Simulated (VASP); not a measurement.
# Si2Sb2Se (P-3m1) in VASP: further runs

Runs on Si2Sb2Se. Level: PBE. Tasks: single point, relaxation of cell and atoms.

All numbers are computed with VASP 6.6.1; they aren't measurements. Logs are shortened: lines on timing, memory, paths and dates and some standing lists are left out, and cuts for length are marked.

**1. The cell of the first run**

Symmetry: P-3m1, No. 164, trigonal system. The conventional cell has a = 3.769 Å, b = 3.769 Å, c = 9.234 Å, α = 90.00°, β = 90.00°, γ = 120.00°. Si (site symmetry 3m) has 3 Si at 2.49 Å and 4 Sb at 2.94 to 3.19 Å within 3.3 Å. Sb (site symmetry 3m) has 4 Si at 2.94 to 3.19 Å and 3 Se at 2.98 Å and 6 Sb at 3.77 Å within 3.9 Å. Se (site symmetry -3m) has 6 Sb at 2.98 Å and 6 Se at 3.77 Å within 3.9 Å.

**2. Single point, PBE**

INCAR

```
SYSTEM = Si2Sb2Se
  PREC = Accurate
  ENCUT = 520
  EDIFF = 1E-7
  ISMEAR = 0
  SIGMA = 0.1
  LREAL = .False.
  LASPH = .True.
  NELM = 80
  ALGO = Normal
  ISIF = 2
  LWAVE = .False.
  LCHARG = .False.
  GGA = PE
  NBANDS = 20
```

KPOINTS

```
Automatic mesh
0
Gamma
  12 12 4
  0 0 0
```

POSCAR

```
Si2Sb2Se
1.0
    3.7692581278      0.0000000000      0.0000000000
   -1.8846290639      3.2642732921      0.0000000000
    0.0000000000      0.0000000000      9.2344736203
Si Sb Se
2 2 1
Direct
    0.6666666667      0.3333333333      0.5655890280
    0.3333333333      0.6666666667      0.4344109720
    0.6666666667      0.3333333333      0.2202267764
    0.3333333333      0.6666666667      0.7797732236
    0.0000000000      0.0000000000      0.0000000000
```

Potentials or basis: VASP PAW PBE potentials, release 64 (Si, Sb, Se).

The run is started by

```console
$ cat potpaw_PBE.64/Si/POTCAR potpaw_PBE.64/Sb/POTCAR potpaw_PBE.64/Se/POTCAR > POTCAR
$ mpirun -np 1 vasp_std > vasp.out
```

OUTCAR:

```text
SYSTEM = Si2Sb2Se
   PREC = Accurate
   ENCUT = 520
   EDIFF = 1E-7
   ISMEAR = 0
   LREAL = .False.
   LASPH = .True.
   NELM = 80
   ISIF = 2
   GGA = PE

 ion  position               nearest neighbor table
   1  0.667  0.333  0.566-   2 2.49   2 2.49   2 2.49   4 2.94   4 2.94   4 2.94   3 3.19
   2  0.333  0.667  0.434-   1 2.49   1 2.49   1 2.49   3 2.94   3 2.94   3 2.94   4 3.19
   3  0.667  0.333  0.220-   2 2.94   2 2.94   2 2.94   5 2.98   5 2.98   5 2.98   1 3.19
   4  0.333  0.667  0.780-   1 2.94   1 2.94   1 2.94   5 2.98   5 2.98   5 2.98   2 3.19
   5  0.000  0.000  0.000-   3 2.98   4 2.98   3 2.98   4 2.98   3 2.98   4 2.98

  LATTYP: Found a hexagonal cell.
 ALAT       =     3.7692581278
 C/A-ratio  =     2.4499446064

  Lattice vectors:

 A1 = (   3.7692581278,   0.0000000000,   0.0000000000)
 A2 = (  -1.8846290639,   3.2642732921,   0.0000000000)
 A3 = (   0.0000000000,   0.0000000000,   9.2344736203)

Analysis of symmetry for initial positions (statically):
=====================================================================
 Subroutine PRICEL returns:
 Original cell was already a primitive cell.

 Routine SETGRP: Setting up the symmetry group for a
 hexagonal supercell.

 Subroutine GETGRP returns: Found 12 space group operations
 (whereof 12 operations were pure point group operations)
 out of a pool of 24 trial point group operations.

The static configuration has the point symmetry D_3d.

Analysis of symmetry for dynamics (positions and initial velocities):
=====================================================================
 Subroutine PRICEL returns:
 Original cell was already a primitive cell.

 Routine SETGRP: Setting up the symmetry group for a
 hexagonal supercell.

 Subroutine GETGRP returns: Found 12 space group operations
 (whereof 12 operations were pure point group operations)
 out of a pool of 24 trial point group operations.

The dynamic configuration has the point symmetry D_3d.

 Subroutine INISYM returns: Found 12 space group operations
 (whereof 12 operations are pure point group operations),
 and found     1 'primitive' translations

----------------------------------------------------------------------------------------

                                     Primitive cell

  volume of cell :     113.6199

  direct lattice vectors                    reciprocal lattice vectors
     3.769258128  0.000000000  0.000000000     0.265304197  0.153173449  0.000000000
    -1.884629064  3.264273292  0.000000000     0.000000000  0.306346899  0.000000000
     0.000000000  0.000000000  9.234473620     0.000000000  0.000000000  0.108289876

  length of vectors
     3.769258128  3.769258128  9.234473620     0.306346899  0.306346899  0.108289876

  position of ions in fractional coordinates (direct lattice)
     0.666666667  0.333333333  0.565589028
     0.333333333  0.666666667  0.434410972
     0.666666667  0.333333333  0.220226776
     0.333333333  0.666666667  0.779773224
     0.000000000  0.000000000  0.000000000

  ion indices of the primitive-cell ions
   primitive index   ion index
                 1           1
                 2           2
                 3           3
                 4           4
                 5           5

----------------------------------------------------------------------------------------

 KPOINTS: Automatic mesh

Automatic generation of k-mesh.
 Grid dimensions read from file:
 generate k-points for:   12   12    4

 Generating k-lattice:

  Cartesian coordinates                     Fractional coordinates (reciprocal lattice)
     0.022108683  0.012764454  0.000000000     0.083333333  0.000000000  0.000000000
     0.000000000  0.025528908  0.000000000     0.000000000  0.083333333  0.000000000
     0.000000000  0.000000000  0.027072469     0.000000000  0.000000000  0.250000000

  Length of vectors
     0.025528908  0.025528908  0.027072469

  Shift w.r.t. Gamma in fractional coordinates (k-lattice)
     0.000000000  0.000000000  0.000000000

 Subroutine IBZKPT returns following result:
 ===========================================

 Found     69 irreducible k-points:

 Following reciprocal coordinates:
            Coordinates               Weight
  0.000000  0.000000  0.000000      1.000000
  0.083333  0.000000  0.000000      6.000000
  0.166667  0.000000  0.000000      6.000000
  0.250000  0.000000  0.000000      6.000000
  0.333333  0.000000  0.000000      6.000000
  0.416667  0.000000  0.000000      6.000000
[... 16 lines left out ...]
  0.166667  0.000000  0.250000      6.000000
  0.000000  0.166667  0.250000      6.000000
 [... further k-points ...]
   k-points           NKPTS =     69   k-points in BZ     NKDIM =     69   number of bands    NBANDS=     20
   number of dos      NEDOS =    301   number of ions     NIONS =      5
   total plane-waves  NPLWV =  54880
   dimension x,y,z NGX =    28 NGY =   28 NGZ =   70
   dimension x,y,z NGXF=    56 NGYF=   56 NGZF=  140
   ions per type =               2   2   1
   NGX,Y,Z   is equivalent  to a cutoff of  12.35, 12.35, 12.60 a.u.
   NGXF,Y,Z  is equivalent  to a cutoff of  24.70, 24.70, 25.20 a.u.
 SYSTEM =  Si2Sb2Se
   PREC   = accura    normal or accurate (medium, high low for compatibility)
   ISTART =      0    job   : 0-new  1-cont  2-samecut
   ICHARG =      2    charge: 1-file 2-atom 10-const
   ISPIN  =      1    spin polarized calculation?
   LNONCOLLINEAR =      F non collinear calculations
   LSORBIT =      F    spin-orbit coupling
   LASPH  =      T    aspherical Exc in radial PAW
   ENCUT  =  520.0 eV  38.22 Ry    6.18 a.u.   7.01  7.01 17.17*2*pi/ulx,y,z
   NELM   =     80;   NELMIN=  2; NELMDL= -5     # of ELM steps
   EDIFF  = 0.1E-06   stopping-criterion for ELM
   LREAL  =      F    real-space projection
   EDIFFG = 0.1E-05   stopping-criterion for IOM
   NSW    =      0    number of steps for IOM
   IBRION =     -1    ionic relax: 0-MD 1-quasi-New 2-CG
   NFREE  =      0    steps in history (QN), initial steepest desc. (CG)
   ISIF   =      2    stress and relaxation
   ISYM   =      2    0-nonsym 1-usesym 2-fastsym
   POTIM  = 0.5000    time-step for ionic-motion
   TEBEG  =    0.0;   TEEND  =   0.0 temperature during run
   PSTRESS=    0.0 pullay stress
   NELECT =      24.0000    total number of electrons
   NUPDOWN=      -1.0000    fix difference up-down
   EMIN   =  10.00;   EMAX   =-10.00  energy-range for DOS
   EFERMI =   0.00;   METHOD = LEGACY
   ISMEAR =     0;   SIGMA  =   0.10  broadening in eV -4-tet -1-fermi 0-gaus
   EFERMI_NEDOS =   21; number of points for ismear=-14 and -15
   IALGO  =     38    algorithm
   IMIX   =      4    mixing-type and parameters
     AMIX     =   0.40;   BMIX     =  1.00
     AMIX_MAG =   1.60;   BMIX_MAG =  1.00
  volume/ion in A,a.u.               =      22.72       153.35
  Fermi-wavevector in a.u.,A,eV,Ry     =   0.974976  1.842437 12.933390  0.950577
  Thomas-Fermi vector in A             =   2.105478
   LORBIT       =      0    0 simple, 1 ext, 2 COOP (PROOUT), +10 PAW based schemes
   GGA     = PE    functional components
   LHFCALC =     F    Hartree Fock is set to
   AEXX    =    0.0000 exact exchange contribution
   IVDW    =     0    specifies the selected vdW correction
   LEPSILON=     F    determine dielectric tensor
   LRPA    =     F    only Hartree local field effects (RPA)
 non-spin polarized calculation
 Gauss-broadening in eV      SIGMA  =   0.10
  energy-cutoff  :      520.00
  volume of cell :      113.62
 maximum number of plane-waves:      3093
   NGX = 13   NGY = 13   NGZ = 35

 number of electron      24.0000001 magnetization

 Free energy of the ion-electron system (eV)
  ---------------------------------------------------
  ext. energy  EPLUGINS =         0.00000000
  ---------------------------------------------------
  free energy    TOTEN  =       -21.56419901 eV

  energy without entropy =      -21.55320300  energy(sigma->0) =      -21.55870100

 E-fermi :   7.2911     XC(G=0): -10.0439

 val. band max:        7.2893640881   @ k =   0.2500   0.1667   0.5000
 cond. band min:       7.2998788260   @ k =   0.0833   0.0000   0.0000
 fundamental gap:      0.0105147379
 Fermi energy:         7.2910689806

 k-point     1 :       0.0000    0.0000    0.0000
  band No.  band energies     occupation
      1      -7.1931      2.00000
      2      -4.7969      2.00000
      3      -4.0559      2.00000
      4      -0.5676      2.00000
      5       1.4931      2.00000
      6       5.8462      2.00000
[... 12 lines left out ...]
     19      10.4989      0.00000
     20      12.4405      0.00000

 k-point     2 :       0.0833    0.0000    0.0000
  band No.  band energies     occupation
      1      -7.1278      2.00000
      2      -4.7178      2.00000
      3      -3.9695      2.00000
      4      -0.5450      2.00000
      5       1.5734      2.00000
      6       5.1344      2.00000
[... 12 lines left out ...]
     19      11.0835      0.00000
     20      12.4765      0.00000

 k-point     3 :       0.1667    0.0000    0.0000
  band No.  band energies     occupation
      1      -6.9388      2.00000
      2      -4.4845      2.00000
      3      -3.7139      2.00000
      4      -0.5013      2.00000
      5       1.7978      2.00000
      6       3.8153      2.00000
[... 12 lines left out ...]
     19      11.5334      0.00000
     20      12.3583      0.00000

 k-point     4 :       0.2500    0.0000    0.0000
  band No.  band energies     occupation
      1      -6.6495      2.00000
      2      -4.1125      2.00000
      3      -3.3031      2.00000
      4      -0.5069      2.00000
      5       1.9757      2.00000
      6       2.6182      2.00000
[... 12 lines left out ...]
     19      11.8605      0.00000
     20      11.9927      0.00000

 k-point     5 :       0.3333    0.0000    0.0000
  band No.  band energies     occupation
      1      -6.3105      2.00000
      2      -3.6440      2.00000
      3      -2.7729      2.00000
      4      -0.6247      2.00000
      5       1.0554      2.00000
      6       2.6164      2.00000
[... 12 lines left out ...]
     19      11.6841      0.00000
     20      12.4036      0.00000

 k-point     6 :       0.4167    0.0000    0.0000
  band No.  band energies     occupation
      1      -6.0149      2.00000
      2      -3.1957      2.00000
      3      -2.2060      2.00000
      4      -0.7796      2.00000
      5       0.0836      2.00000
      6       1.7410      2.00000
[... 12 lines left out ...]
     19      11.8475      0.00000
     20      12.4733      0.00000

 k-point     7 :       0.5000    0.0000    0.0000
  band No.  band energies     occupation
      1      -5.8923      2.00000
      2      -2.9997      2.00000
      3      -1.8601      2.00000
      4      -0.9076      2.00000
      5      -0.3037      2.00000
      6       1.2763      2.00000
[... 12 lines left out ...]
     19      12.0547      0.00000
     20      12.3536      0.00000
[... 277 lines left out ...]
 k-point    20 :       0.0000    0.0000    0.2500
  band No.  band energies     occupation
      1      -7.1772      2.00000
      2      -5.0706      2.00000
      3      -3.5320      2.00000
      4      -1.2873      2.00000
      5       2.3675      2.00000
      6       5.5891      2.00000
[... 12 lines left out ...]
     19      10.5934      0.00000
     20      11.7383      0.00000

 k-point    21 :       0.0833    0.0000    0.2500
  band No.  band energies     occupation
      1      -7.1125      2.00000
      2      -4.9847      2.00000
      3      -3.4569      2.00000
      4      -1.2310      2.00000
      5       2.3757      2.00000
      6       4.9061      2.00000
[... 12 lines left out ...]
     19      10.9401      0.00000
     20      11.6822      0.00000

 k-point    22 :       0.0000    0.0833    0.2500
  band No.  band energies     occupation
      1      -7.1125      2.00000
      2      -4.9854      2.00000
      3      -3.4544      2.00000
      4      -1.2364      2.00000
      5       2.3939      2.00000
      6       4.9969      2.00000
[... 12 lines left out ...]
     19      11.0897      0.00000
     20      11.7984      0.00000

 k-point    23 :       0.1667    0.0000    0.2500
  band No.  band energies     occupation
      1      -6.9255      2.00000
      2      -4.7284      2.00000
      3      -3.2448      2.00000
      4      -1.0655      2.00000
      5       2.2811      2.00000
      6       3.9855      2.00000
[... 12 lines left out ...]
     19      11.3627      0.00000
     20      11.9079      0.00000

 k-point    24 :       0.0000    0.1667    0.2500
  band No.  band energies     occupation
      1      -6.9252      2.00000
      2      -4.7345      2.00000
      3      -3.2225      2.00000
      4      -1.1125      2.00000
      5       2.4502      2.00000
      6       3.8716      2.00000
[... 12 lines left out ...]
     19      11.4253      0.00000
     20      11.7470      0.00000

 [... further k-points ...]
[... 5 lines left out ...]
  --------------------------------------------------------------------------------------
  -------------------------------------------------------------------------------------
  Total       -0.0399054     -0.0399054     -0.0670286     -0.0000000      0.0000000      0.0000000
  in kB       -0.5627134     -0.5627134     -0.9451830     -0.0000000      0.0000000      0.0000000
  external PRESSURE =      -0.6902033 kB  Pullay stress =       0.0000000 kB

 VOLUME and BASIS-vectors are now :
 -----------------------------------------------------------------------------
  energy-cutoff  :      520.00
  volume of cell :      113.62
      direct lattice vectors                 reciprocal lattice vectors
     3.769258128  0.000000000  0.000000000     0.265304197  0.153173449  0.000000000
    -1.884629064  3.264273292  0.000000000     0.000000000  0.306346899  0.000000000
     0.000000000  0.000000000  9.234473620     0.000000000  0.000000000  0.108289876

 POSITION                                       TOTAL-FORCE (eV/Angst)
 -----------------------------------------------------------------------------------
      1.88463      1.08809      5.22292        -0.000000     -0.000000     -0.007051
     -0.00000      2.17618      4.01156         0.000000      0.000000      0.007051
      1.88463      1.08809      2.03368        -0.000000     -0.000000     -0.009926
     -0.00000      2.17618      7.20080         0.000000     -0.000000      0.009926
      0.00000      0.00000      0.00000         0.000000     -0.000000      0.000000
 -----------------------------------------------------------------------------------
    total drift:                                0.000000     -0.000000     -0.000000

  FREE ENERGIE OF THE ION-ELECTRON SYSTEM (eV)
  ---------------------------------------------------
  free  energy   TOTEN  =       -21.5641990077 eV

  energy  without entropy=      -21.5532029979  energy(sigma->0) =      -21.55870100
```

Wall time 3.3 min (1 thread of Intel Xeon Platinum 8259CL at 2.50GHz (Skylake/Cascade Lake), shared host); peak memory 0.32 GiB.

What came out:

- Free energy: -21.5642 eV
- Pressure: -0.1 GPa
- Largest force: 0.010 eV/Å
- Band gap on the k mesh: zero (band 12 reaches 9.06 eV, above the bottom of band 13 at 6.36 eV)

Forces in eV/Å, atoms in the order of the input:
```
Si   0.000  0.000 -0.007
Si   0.000  0.000  0.007
Sb   0.000  0.000 -0.010
Sb   0.000  0.000  0.010
Se   0.000  0.000  0.000
```

Caveat: spin-orbit coupling is left out, which moves the levels of the heavy elements.

**3. Relaxation of cell and atoms, PBE**

This run uses another cell than the first one, of 29.00 Å³/atom, 1.276 times its volume.

INCAR

```
SYSTEM = Si2Sb2Se
PREC = Accurate
ENCUT = 600
EDIFF = 1E-6
ISMEAR = 0
SIGMA = 0.1
LREAL = .False.
LASPH = .True.
NELM = 60
ALGO = Normal
ISIF = 3
LWAVE = .False.
LCHARG = .False.
GGA = PE
IBRION = 2
NSW = 90
EDIFFG = -0.04
```

KPOINTS

```
regular mesh
0
Gamma
  6 6 2
  0 0 0
```

POSCAR

```
Si2Sb2Se
1.0
    4.6716428000      0.0000000000      0.0000000000
   -2.3358214000      4.0457613400      0.0000000000
    0.0000000000      0.0000000000      7.6723387100
Si Sb Se
2 2 1
Direct
    0.6666666700      0.3333333300      0.6276000100
    0.3333333300      0.6666666700      0.3723999900
    0.6666666700      0.3333333300      0.2499200000
    0.3333333300      0.6666666700      0.7500800000
    0.0000000000      0.0000000000      0.0000000000
```

Potentials or basis: VASP PAW PBE potentials, release 64 (Si, Sb, Se).

The run is started by

```console
$ cat potpaw_PBE.64/Si/POTCAR potpaw_PBE.64/Sb/POTCAR potpaw_PBE.64/Se/POTCAR > POTCAR
$ mpirun -np 1 vasp_std > vasp.out
```

Wall time 19 min (1 thread of Intel Xeon Platinum 8259CL at 2.50GHz (Skylake/Cascade Lake), shared host); peak memory 0.37 GiB.

It converged, with:

```yaml
Free_energy: -21.6368 eV
Relaxed_volume: 22.87 Å³/atom
Relaxed_cell: a = 3.809 Å, b = 3.809 Å, c = 9.100 Å, α = 90.00°, β = 90.00°, γ = 120.00°
Space_group_after_relaxing_to_0.05_Å: P-3m1 (No. 164)
Energy_gained_by_relaxing: 255.9 meV/atom
Ionic_steps: 25
Pressure_after_relaxing: -0.2 GPa
Largest_force_after_relaxing: 0.019 eV/Å
Band_gap_on_the_k_mesh: zero (band 12 reaches 8.83 eV, above the bottom of band 13 at 6.61 eV)
```

Forces in eV/Å, atoms in the order of the input:
```
Si   0.000  0.000  0.019
Si   0.000  0.000 -0.019
Sb   0.000  0.000  0.009
Sb   0.000  0.000 -0.009
Se   0.000  0.000  0.000
```

Step by step:
| step | energy change (eV) | largest force (eV/Å) | pressure (GPa) | volume (Å³) |
| --- | --- | --- | --- | --- |
| 1 | 0.0000 | 0.1887 | -5.10 | 145.01 |
| 2 | -0.3082 | 0.6364 | 0.78 | 126.50 |
| 3 | -0.3108 | 0.5996 | 0.18 | 127.84 |
| 4 | -0.3467 | 0.4164 | 0.19 | 127.20 |
| 5 | -0.4075 | 0.4552 | 0.35 | 125.26 |
| 6 | -0.3685 | 0.8349 | 0.78 | 121.25 |
| 7 | -0.4153 | 0.5701 | 0.52 | 123.99 |
| 8 | -0.4459 | 0.5825 | 0.21 | 124.07 |
| 9 | -0.5399 | 0.6873 | -0.84 | 124.21 |
| 10 | -0.6136 | 1.0439 | -2.27 | 124.01 |
| 11 | -0.6579 | 1.0855 | -2.04 | 122.89 |
| 12 | -0.7700 | 1.3329 | -1.22 | 119.38 |
| 13 | -0.7349 | 1.8609 | 1.73 | 111.79 |
| 14 | -0.8056 | 1.6428 | 0.06 | 115.84 |
| 15 | -0.9225 | 1.4515 | 0.22 | 114.62 |
| 16 | -1.1387 | 0.7062 | 1.19 | 110.84 |
| 17 | -1.1458 | 0.4311 | 1.87 | 109.69 |
| 18 | -1.2381 | 0.2250 | 0.52 | 112.43 |
| 19 | -1.2636 | 0.1526 | -0.60 | 115.15 |
| 20 | -1.2639 | 0.1263 | -0.50 | 114.89 |
| 21 | -1.2698 | 0.1831 | 0.13 | 113.95 |
| 22 | -1.2704 | 0.2034 | 0.40 | 113.55 |
| 23 | -1.2754 | 0.1563 | 0.25 | 113.79 |
| 24 | -1.2785 | 0.0778 | 0.06 | 114.16 |
| 25 | -1.2797 | 0.0191 | -0.16 | 114.35 |

Final structure:
```xyz
5
Lattice="3.8091 0.0000 0.0000 -1.9046 3.2988 0.0000 0.0000 0.0000 9.1001" Properties=species:S:1:pos:R:3 pbc="T T T"
Si    1.9046    1.0996    5.1690
Si    0.0000    2.1992    3.9311
Sb    1.9046    1.0996    2.0120
Sb    0.0000    2.1992    7.0881
Se    0.0000    0.0000    0.0000
```

Levels at points of the mesh, in eV from the Fermi level:
| k point | band 8 | band 9 | band 10 | band 11 | band 12 | band 13 | band 14 | band 15 | band 16 |
| --- | --- | --- | --- | --- | --- | --- | --- | --- | --- |
| (0.00, 0.00, 0.00) | -0.86 | -0.86 | -0.22 | -0.20 | 1.66 | 1.72 | 1.72 | 2.11 | 2.11 |
| (0.50, 0.00, 0.00) | -3.26 | -3.16 | -2.13 | -1.94 | -1.66 | -0.56 | 0.46 | 2.12 | 2.90 |
| (0.00, 0.00, 0.50) | -1.57 | -0.71 | -0.71 | 0.76 | 1.06 | 1.06 | 1.78 | 2.69 | 2.69 |
| (0.50, 0.00, 0.50) | -4.41 | -2.88 | -2.58 | -1.08 | -0.16 | 0.47 | 0.78 | 1.13 | 1.69 |

Caveat: the k points lie up to 0.35 Å⁻¹ apart in the final cell; the volume moved by over 15 % at a fixed basis, so the end points are rough; spin-orbit coupling is left out, which moves the levels of the heavy elements.
